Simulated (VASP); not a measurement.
# TiO2 (C2/m) in VASP: settings compared

The runs below take TiO2 through single point, with LDA+U, b88 exchange, pbe correlation, PBEsol, RPBE+D3(BJ).

Program: VASP 6.6.1. These are calculated values, not measurements. Logs are shortened: lines on timing, memory, paths and dates and some standing lists are left out, and cuts for length are marked.

### 1 The cell of the first run

Symmetry: C2/m, No. 12, monoclinic system. The conventional cell has a = 12.307 Å, b = 3.767 Å, c = 6.616 Å, α = 90.00°, β = 106.95°, γ = 90.00°. Ti (site symmetry m) has 6 O at 1.86 to 2.16 Å within 2.5 Å. Within 2.4 Å of Ti (site symmetry m) lie 6 O at 1.78 to 2.34 Å. O (site symmetry m) has 3 Ti at 1.94 to 2.03 Å and 2 O at 2.53 Å within 2.6 Å. Within 2.8 Å of O (site symmetry m) lie 4 Ti at 1.96 to 2.34 Å and 5 O at 2.53 to 2.71 Å. Within 2.4 Å of O (site symmetry m) lie 2 Ti at 1.78 to 1.87 Å. O (site symmetry m) has 3 Ti at 1.86 to 2.16 Å and 2 O at 2.54 to 2.67 Å within 2.7 Å.

### 2 Single point, LDA+U

Input file INCAR:

```
  ALGO = Normal
  EDIFF = 1E-6
  ENCUT = 600
  GGA_COMPAT = False
  ISIF = 2
  ISMEAR = -1
  KPAR = 4
  LASPH = True
  LCHARG = False
  LDAU = True
  LDAUJ = 0 0
  LDAUL = 2 -1
  LDAUPRINT = 1
  LDAUTYPE = 2
  LDAUU = 3 0
  LMAXMIX = 4
  LREAL = False
  LWAVE = False
  NBANDS = 60
  NELM = 200
  PREC = Accurate
  SIGMA = 0.05
```

Input file KPOINTS:

```
k-points
0
Gamma
  8 8 4
```

Input file POSCAR:

```
TiO2
1.0
    6.1535771931     -1.8834685000      0.0000000000
    6.1535771931      1.8834685000      0.0000000000
   -1.9283261078      0.0000000000      6.3289668713
Ti O
4 8
Direct
    0.9000710000      0.9000710000      0.2896020000
    0.1952860000      0.1952860000      0.2837620000
    0.0999290000      0.0999290000      0.7103980000
    0.8047140000      0.8047140000      0.7162380000
    0.3619310000      0.3619310000      0.2933970000
    0.2634885000      0.2634885000      0.6525000000
    0.8671885000      0.8671885000      0.9952910000
    0.7365115000      0.7365115000      0.3475000000
    0.9416475000      0.9416475000      0.6300210000
    0.1328115000      0.1328115000      0.0047090000
    0.6380690000      0.6380690000      0.7066030000
    0.0583525000      0.0583525000      0.3699790000
```

Potentials or basis: VASP PAW LDA potentials, release 64 (Ti_sv, O).

Started as:

```sh
> cat potpaw_LDA.64/Ti_sv/POTCAR potpaw_LDA.64/O/POTCAR > POTCAR
> mpirun -np 4 vasp_std > vasp.out
```

OUTCAR:

```text
EDIFF = 1E-6
   ENCUT = 600
   ISIF = 2
   ISMEAR = -1
   LASPH = True
   LREAL = False
   NELM = 200
   PREC = Accurate

 ion  position               nearest neighbor table
   1  0.900  0.900  0.290-  12 1.86   7 1.87   5 1.94   5 1.94   8 2.16   9 2.16
   2  0.195  0.195  0.284-  10 1.78  12 1.93   8 1.96   8 1.96   5 2.03   6 2.34
   3  0.100  0.100  0.710-   9 1.86  10 1.87  11 1.94  11 1.94   6 2.16  12 2.16
   4  0.805  0.805  0.716-   7 1.78   9 1.93   6 1.96   6 1.96  11 2.03   8 2.34
   5  0.362  0.362  0.293-   1 1.94   1 1.94   2 2.03
   6  0.263  0.263  0.653-   4 1.96   4 1.96   3 2.16   2 2.34
   7  0.867  0.867  0.995-   4 1.78   1 1.87
   8  0.737  0.737  0.347-   2 1.96   2 1.96   1 2.16   4 2.34
   9  0.942  0.942  0.630-   3 1.86   4 1.93   1 2.16
  10  0.133  0.133  0.005-   2 1.78   3 1.87
  11  0.638  0.638  0.707-   3 1.94   3 1.94   4 2.03
  12  0.058  0.058  0.370-   1 1.86   2 1.93   3 2.16

  LATTYP: Found a base centered monoclinic cell.
 ALAT       =    12.3071543862
 B/A-ratio  =     0.3060770087
 C/A-ratio  =     0.5375907333
 COS(beta)  =    -0.2914546970

  Lattice vectors:

 A1 = (   6.1535771931,  -1.8834685000,   0.0000000000)
 A2 = (   6.1535771931,   1.8834685000,   0.0000000000)
 A3 = (  -1.9283261078,   0.0000000000,   6.3289668713)

Analysis of symmetry for initial positions (statically):
=====================================================================
 Subroutine PRICEL returns:
 Original cell was already a primitive cell.

 Routine SETGRP: Setting up the symmetry group for a
 base centered monoclinic supercell.

 Subroutine GETGRP returns: Found  4 space group operations
 (whereof  4 operations were pure point group operations)
 out of a pool of  4 trial point group operations.

The static configuration has the point symmetry C_2h.

Analysis of symmetry for dynamics (positions and initial velocities):
=====================================================================
 Subroutine PRICEL returns:
 Original cell was already a primitive cell.

 Routine SETGRP: Setting up the symmetry group for a
 base centered monoclinic supercell.

 Subroutine GETGRP returns: Found  4 space group operations
 (whereof  4 operations were pure point group operations)
 out of a pool of  4 trial point group operations.

The dynamic configuration has the point symmetry C_2h.

 Subroutine INISYM returns: Found  4 space group operations
 (whereof  4 operations are pure point group operations),
 and found     1 'primitive' translations

----------------------------------------------------------------------------------------

                                     Primitive cell

  volume of cell :     146.7063

  direct lattice vectors                    reciprocal lattice vectors
     6.153577193 -1.883468500  0.000000000     0.081253551 -0.265467673  0.024756544
     6.153577193  1.883468500  0.000000000     0.081253551  0.265467673  0.024756544
    -1.928326108  0.000000000  6.328966871     0.000000000  0.000000000  0.158003671

  length of vectors
     6.435368355  6.435368355  6.616212152     0.278725872  0.278725872  0.158003671

  position of ions in fractional coordinates (direct lattice)
     0.900071000  0.900071000  0.289602000
     0.195286000  0.195286000  0.283762000
     0.099929000  0.099929000  0.710398000
     0.804714000  0.804714000  0.716238000
[... 74 lines left out ...]
  0.125000  0.000000  0.250000      4.000000
  0.250000  0.000000  0.250000      4.000000
 [... further k-points ...]
   k-points           NKPTS =     78   k-points in BZ     NKDIM =     78   number of bands    NBANDS=     60
   number of dos      NEDOS =    301   number of ions     NIONS =     12
   total plane-waves  NPLWV = 157464
   dimension x,y,z NGX =    54 NGY =   54 NGZ =   54
   dimension x,y,z NGXF=   108 NGYF=  108 NGZF=  108
   ions per type =               4   8
   NGX,Y,Z   is equivalent  to a cutoff of  13.95, 13.95, 13.57 a.u.
   NGXF,Y,Z  is equivalent  to a cutoff of  27.90, 27.90, 27.14 a.u.
 SYSTEM =  unknown system
   PREC   = accura    normal or accurate (medium, high low for compatibility)
   ISTART =      0    job   : 0-new  1-cont  2-samecut
   ICHARG =      2    charge: 1-file 2-atom 10-const
   ISPIN  =      1    spin polarized calculation?
   LNONCOLLINEAR =      F non collinear calculations
   LSORBIT =      F    spin-orbit coupling
   LASPH  =      T    aspherical Exc in radial PAW
   ENCUT  =  600.0 eV  44.10 Ry    6.64 a.u.  12.85 12.85 13.21*2*pi/ulx,y,z
   NELM   =    200;   NELMIN=  2; NELMDL= -5     # of ELM steps
   EDIFF  = 0.1E-05   stopping-criterion for ELM
   LREAL  =      F    real-space projection
   EDIFFG = 0.1E-04   stopping-criterion for IOM
   NSW    =      0    number of steps for IOM
   IBRION =     -1    ionic relax: 0-MD 1-quasi-New 2-CG
   NFREE  =      0    steps in history (QN), initial steepest desc. (CG)
   ISIF   =      2    stress and relaxation
   ISYM   =      2    0-nonsym 1-usesym 2-fastsym
   POTIM  = 0.5000    time-step for ionic-motion
   TEBEG  =    0.0;   TEEND  =   0.0 temperature during run
   PSTRESS=    0.0 pullay stress
   NELECT =      96.0000    total number of electrons
   NUPDOWN=      -1.0000    fix difference up-down
   EMIN   =  10.00;   EMAX   =-10.00  energy-range for DOS
   EFERMI =   0.00;   METHOD = LEGACY
   ISMEAR =    -1;   SIGMA  =   0.05  broadening in eV -4-tet -1-fermi 0-gaus
   EFERMI_NEDOS =   21; number of points for ismear=-14 and -15
   IALGO  =     38    algorithm
   IMIX   =      4    mixing-type and parameters
     AMIX     =   0.40;   BMIX     =  1.00
     AMIX_MAG =   1.60;   BMIX_MAG =  1.00
  volume/ion in A,a.u.               =      12.23        82.50
  Fermi-wavevector in a.u.,A,eV,Ry     =   1.421289  2.685846 27.484606  2.020062
  Thomas-Fermi vector in A             =   2.542114
   LORBIT       =      0    0 simple, 1 ext, 2 COOP (PROOUT), +10 PAW based schemes
 LDA+U is selected, type is set to LDAUTYPE =  2
   angular momentum for each species LDAUL =     2   -1
   U (eV)           for each species LDAUU =   3.0  0.0
   J (eV)           for each species LDAUJ =   0.0  0.0
   GGA     = CA    functional components
   LHFCALC =     F    Hartree Fock is set to
   AEXX    =    0.0000 exact exchange contribution
   IVDW    =     0    specifies the selected vdW correction
   LEPSILON=     F    determine dielectric tensor
   LRPA    =     F    only Hartree local field effects (RPA)
 non-spin polarized calculation
  energy-cutoff  :      600.00
  volume of cell :      146.71
 maximum number of plane-waves:      4925
 NGX is ok and might be reduce to    54
   NGX = 25   NGY = 25   NGZ = 27

atom =   1  type =  1  l = 2

 onsite density matrix

spin component  1
[... 116 lines left out ...]
  o =  0.0951  v = -0.9538  0.3006  0.0000 -0.0000 -0.0000  0.0000  0.0000  0.0000  0.0000  0.0000      0.0000  0.0000  0.0000  0.0000  0.0000  0.0000  0.0000  0.0000  0.0000  0.0000
  o =  0.0951  v =  0.0000  0.0000  0.0000  0.0000  0.0000 -0.9538  0.3006  0.0000 -0.0000 -0.0000      0.0000  0.0000  0.0000  0.0000  0.0000  0.0000  0.0000  0.0000  0.0000  0.0000
  o =  0.1286  v =  0.0000  0.0000 -0.1934  0.9657  0.1733  0.0000  0.0000  0.0000  0.0000  0.0000      0.0000  0.0000  0.0000  0.0000  0.0000  0.0000  0.0000  0.0000  0.0000  0.0000
  o =  0.1286  v =  0.0000  0.0000  0.0000  0.0000  0.0000  0.0000  0.0000 -0.1934  0.9657  0.1733      0.0000  0.0000  0.0000  0.0000  0.0000  0.0000  0.0000  0.0000  0.0000  0.0000
  o =  0.1432  v =  0.0000  0.0000  0.0000  0.0000  0.0000 -0.3006 -0.9538 -0.0000  0.0000  0.0000      0.0000  0.0000  0.0000  0.0000  0.0000  0.0000  0.0000  0.0000  0.0000  0.0000
  o =  0.1432  v = -0.3006 -0.9538 -0.0000  0.0000  0.0000  0.0000  0.0000  0.0000  0.0000  0.0000      0.0000  0.0000  0.0000  0.0000  0.0000  0.0000  0.0000  0.0000  0.0000  0.0000
  o =  0.2378  v =  0.0000 -0.0000 -0.1871  0.1371 -0.9727  0.0000  0.0000  0.0000  0.0000  0.0000      0.0000  0.0000  0.0000  0.0000  0.0000  0.0000  0.0000  0.0000  0.0000  0.0000
  o =  0.2378  v =  0.0000  0.0000  0.0000  0.0000  0.0000  0.0000 -0.0000 -0.1871  0.1371 -0.9727      0.0000  0.0000  0.0000  0.0000  0.0000  0.0000  0.0000  0.0000  0.0000  0.0000
  o =  0.2609  v =  0.0000  0.0000  0.0000  0.0000  0.0000  0.0000  0.0000  0.9631  0.2205 -0.1542      0.0000  0.0000  0.0000  0.0000  0.0000  0.0000  0.0000  0.0000  0.0000  0.0000
  o =  0.2609  v =  0.0000  0.0000  0.9631  0.2205 -0.1542  0.0000  0.0000  0.0000  0.0000  0.0000      0.0000  0.0000  0.0000  0.0000  0.0000  0.0000  0.0000  0.0000  0.0000  0.0000

 number of electron      95.9999996 magnetization

 Free energy of the ion-electron system (eV)
  ---------------------------------------------------
  ext. energy  EPLUGINS =         0.00000000
  ---------------------------------------------------
  free energy    TOTEN  =      -108.80930905 eV

  energy without entropy =     -108.80930905  energy(sigma->0) =     -108.80930905

 E-fermi :   3.5669     XC(G=0): -10.8921

 val. band max:        2.3810984736   @ k =  -0.3750   0.2500   0.5000
 cond. band min:       5.4079909205   @ k =   0.0000   0.0000   0.0000
 fundamental gap:      3.0268924468
 Fermi energy:         3.5668945231

 k-point     1 :       0.0000    0.0000    0.0000
  band No.  band energies     occupation
      1     -53.8378      2.00000
      2     -53.8257      2.00000
      3     -53.7436      2.00000
      4     -53.7372      2.00000
      5     -30.6012      2.00000
      6     -30.5575      2.00000
[... 1501 lines left out ...]
     59       7.2092      0.00000
     60       7.2328      0.00000

 [... further k-points ...]
[... 5 lines left out ...]
  --------------------------------------------------------------------------------------
  -------------------------------------------------------------------------------------
  Total       -5.4772627     -4.7304452     -5.9849788      0.0000000      0.0000000      0.3799173
  in kB      -59.8170956    -51.6611144    -65.3618543      0.0000000      0.0000000      4.1490705
  external PRESSURE =     -58.9466881 kB  Pullay stress =       0.0000000 kB

 VOLUME and BASIS-vectors are now :
 -----------------------------------------------------------------------------
  energy-cutoff  :      600.00
  volume of cell :      146.71
      direct lattice vectors                 reciprocal lattice vectors
     6.153577193 -1.883468500  0.000000000     0.081253551 -0.265467673  0.024756544
     6.153577193  1.883468500  0.000000000     0.081253551  0.265467673  0.024756544
    -1.928326108  0.000000000  6.328966871     0.000000000  0.000000000  0.158003671

 POSITION                                       TOTAL-FORCE (eV/Angst)
 -----------------------------------------------------------------------------------
     10.51887      0.00000      1.83288        -0.321735      0.000000      0.166733
      1.85623      0.00000      1.79592         0.138499      0.000000      0.364625
     -0.14004      0.00000      4.49609         0.321735      0.000000     -0.166733
      8.52260      0.00000      4.53305        -0.138499      0.000000     -0.364625
      3.88858      0.00000      1.85690        -0.189525      0.000000     -0.002943
      1.98456      0.00000      4.12965        -0.165595      0.000000     -0.109327
      8.75338      0.00000      6.29916        -0.062985      0.000000      0.202351
      8.39427      0.00000      2.19932         0.165595      0.000000      0.109327
     10.37412      0.00000      3.98738        -0.143680      0.000000     -0.248869
      1.62545      0.00000      0.02980         0.062985      0.000000     -0.202351
      6.49025      0.00000      4.47207         0.189525      0.000000      0.002943
      0.00471      0.00000      2.34158         0.143680      0.000000      0.248869
 -----------------------------------------------------------------------------------
    total drift:                               -0.000000     -0.000000      0.000000

  FREE ENERGIE OF THE ION-ELECTRON SYSTEM (eV)
  ---------------------------------------------------
  free  energy   TOTEN  =      -108.8093090459 eV

  energy  without entropy=     -108.8093090459  energy(sigma->0) =     -108.80930905
```

It took 4.1 min on 4 MPI ranks of Intel Xeon 6975P-C (Granite Rapids), shared host; peak memory 0.71 GiB.

Results:

- Free energy: -108.8093 eV
- Pressure: -5.9 GPa
- Largest force: 0.390 eV/Å
- Band gap on the k mesh: 3.03 eV (least direct gap 3.22 eV)

Forces on the atoms (eV/Å):
```
Ti  -0.322  0.000  0.167
Ti   0.138  0.000  0.365
Ti   0.322  0.000 -0.167
Ti  -0.138  0.000 -0.365
O   -0.190  0.000 -0.003
O   -0.166  0.000 -0.109
O   -0.063  0.000  0.202
O    0.166  0.000  0.109
O   -0.144  0.000 -0.249
O    0.063  0.000 -0.202
O    0.190  0.000  0.003
O    0.144  0.000  0.249
```

Eigenvalues of the final occupation matrices:
| site | spin | trace | eigenvalues |
| --- | --- | --- | --- |
| site 1 d | 1 | 0.85 | 0.11 0.12 0.12 0.25 0.25 |
| site 1 d | 2 | 0.85 | 0.11 0.12 0.12 0.25 0.25 |
| site 2 d | 1 | 0.87 | 0.10 0.13 0.14 0.24 0.26 |
| site 2 d | 2 | 0.87 | 0.10 0.13 0.14 0.24 0.26 |
| site 3 d | 1 | 0.85 | 0.11 0.12 0.12 0.25 0.25 |
| site 3 d | 2 | 0.85 | 0.11 0.12 0.12 0.25 0.25 |
| site 4 d | 1 | 0.87 | 0.10 0.13 0.14 0.24 0.26 |
| site 4 d | 2 | 0.87 | 0.10 0.13 0.14 0.24 0.26 |

Caveat: the cell stands under tension. A k mesh can miss the band edges.

### 3 Single point, b88 exchange, pbe correlation

This run uses another cell than the first one, of 11.49 Å³/atom.

Input file INCAR:

```
  ALGO = Normal
  EDIFF = 1E-6
  ENCUT = 600
  GGA = LIBXC
  GGA_COMPAT = F
  ISIF = 2
  ISMEAR = -1
  LASPH = T
  LCHARG = F
  LIBXC1 = GGA_X_B88
  LIBXC2 = GGA_C_PBE
  LREAL = F
  LWAVE = F
  NBANDS = 60
  NELM = 120
  PREC = Accurate
  SIGMA = 0.05
```

KPOINTS is that of step 2.

POSCAR, as its differences from that of step 2:

```diff
@@ -2,5 +2,5 @@
 1.0
-    6.1535771931     -1.8834685000      0.0000000000
-    6.1535771931      1.8834685000      0.0000000000
-   -1.9283261078      0.0000000000      6.3289668713
+    6.0279587373     -1.8450195788      0.0000000000
+    6.0279587373      1.8450195788      0.0000000000
+   -1.8889614683      0.0000000000      6.1997680296
 Ti O
```

Potentials or basis: VASP PAW PBE potentials, release 64 (Ti_sv, O).

Started as:

```sh
> cat potpaw_PBE.64/Ti_sv/POTCAR potpaw_PBE.64/O/POTCAR > POTCAR
> mpirun -np 1 vasp_std > vasp.out
```

It took 14 min on 1 thread of AMD EPYC 9R45 (Zen 5), shared host; peak memory 0.7 GiB.

It converged, with:

```
Free energy            : -105.9424 eV
Pressure               : 12.5 GPa
Largest force          : 0.360 eV/Å
Band gap on the k mesh : 2.94 eV (least direct gap 3.12 eV)
```

Forces on the atoms (eV/Å):
```
Ti  -0.197  0.000  0.144
Ti  -0.022  0.000  0.360
Ti   0.197  0.000 -0.144
Ti   0.022  0.000 -0.360
O    0.219  0.000  0.001
O    0.168  0.000 -0.044
O    0.194  0.000  0.259
O   -0.168  0.000  0.044
O   -0.180  0.000 -0.010
O   -0.194  0.000 -0.259
O   -0.219  0.000 -0.001
O    0.180  0.000  0.010
```

Stress tensor (GPa, compression positive):
```
12.38  0.00  0.29
 0.00 12.02  0.00
 0.29  0.00 13.06
```

Levels at points of the mesh, in eV from the valence-band top:
| k point | band 46 | band 47 | band 48 | band 49 | band 50 | band 51 |
| --- | --- | --- | --- | --- | --- | --- |
| (0.00, 0.00, 0.00) | -0.73 | -0.33 | -0.19 | 2.94 | 3.32 | 3.58 |
| (0.50, 0.00, 0.00) | -0.45 | -0.21 | -0.13 | 3.36 | 3.41 | 3.89 |
| (0.50, 0.50, 0.00) | -0.59 | -0.39 | -0.12 | 3.10 | 3.15 | 3.70 |
| (0.00, 0.00, 0.50) | -0.62 | -0.59 | -0.42 | 3.07 | 3.35 | 3.54 |
| (0.50, 0.00, 0.50) | -0.51 | -0.10 | 0.00 | 3.40 | 3.46 | 3.72 |
| (0.50, 0.50, 0.50) | -0.35 | -0.23 | -0.19 | 3.22 | 3.34 | 3.50 |

Caveat: the cell stands under pressure; the PAW data sets were made with another functional, which shifts forces and pressure a little. A k mesh can miss the band edges.

### 4 Single point, PBEsol

This run uses another cell than the first one, of 11.27 Å³/atom.

Input file INCAR:

```
SYSTEM = TiO2
PREC = Accurate
ENCUT = 520
EDIFF = 1E-6
ISMEAR = -1
SIGMA = 0.05
LREAL = .False.
LASPH = .True.
NELM = 100
ALGO = Normal
ISIF = 2
LWAVE = .False.
LCHARG = .False.
GGA = PS
NBANDS = 60
```

Input file KPOINTS:

```
regular mesh
0
Gamma
  6 6 3
  0 0 0
```

Input file POSCAR:

```
TiO2
1.0
    5.9797683308     -1.8386322298     -0.0132857492
    5.9797683308      1.8386322298     -0.0132857492
   -1.8875246208      0.0000000000      6.1519951275
Ti O
4 8
Direct
    0.8985935478      0.8985935478      0.2913972476
    0.1944020812      0.1944020812      0.2842411820
    0.1014064522      0.1014064522      0.7086027524
    0.8055979188      0.8055979188      0.7157588180
    0.3616725602      0.3616725602      0.2919279819
    0.2651275273      0.2651275273      0.6514567767
    0.8715390887      0.8715390887      0.9969484018
    0.7348724727      0.7348724727      0.3485432233
    0.9411321308      0.9411321308      0.6275934134
    0.1284609113      0.1284609113      0.0030515982
    0.6383274398      0.6383274398      0.7080720181
    0.0588678692      0.0588678692      0.3724065866
```

Started as:

```sh
> cat potpaw_PBE.64/Ti_sv/POTCAR potpaw_PBE.64/O/POTCAR > POTCAR
> mpirun -np 1 vasp_std > vasp.out
```

Wall time 11 min (1 thread of Intel Xeon 8259CL, shared host); peak memory 0.43 GiB.

Results (log left out):

- Free energy: -112.1869 eV
- Pressure: 10.7 GPa
- Largest force: 0.078 eV/Å
- Band gap on the k mesh: 2.97 eV (least direct gap 3.15 eV)

Forces in eV/Å, atoms in the order of the input:
```
Ti  -0.021  0.000  0.023
Ti   0.007  0.000  0.078
Ti   0.021  0.000 -0.023
Ti  -0.007  0.000 -0.078
O    0.013  0.000 -0.002
O    0.008  0.000 -0.012
O    0.023  0.000  0.050
O   -0.008  0.000  0.012
O   -0.020  0.000 -0.008
O   -0.023  0.000 -0.050
O   -0.013  0.000  0.002
O    0.020  0.000  0.008
```

Stress tensor (GPa, compression positive):
```
10.69  0.00  0.04
 0.00 10.64  0.00
 0.04  0.00 10.81
```

Levels at points of the mesh, in eV from the valence-band top:
```csv
k point,band 45,band 46,band 47,band 48,band 49,band 50,band 51,band 52
"(0.00, 0.00, 0.00)",-0.77,-0.72,-0.31,-0.19,2.97,3.32,3.58,3.67
"(0.50, 0.00, 0.00)",-0.89,-0.46,-0.20,-0.11,3.38,3.44,3.98,4.02
"(0.50, 0.50, 0.00)",-0.92,-0.61,-0.40,-0.08,3.11,3.18,3.72,3.82
```

Caveat: the cell stands under pressure; the PAW data sets were made with another functional, which shifts forces and pressure a little.

[end of part 1 of 2]
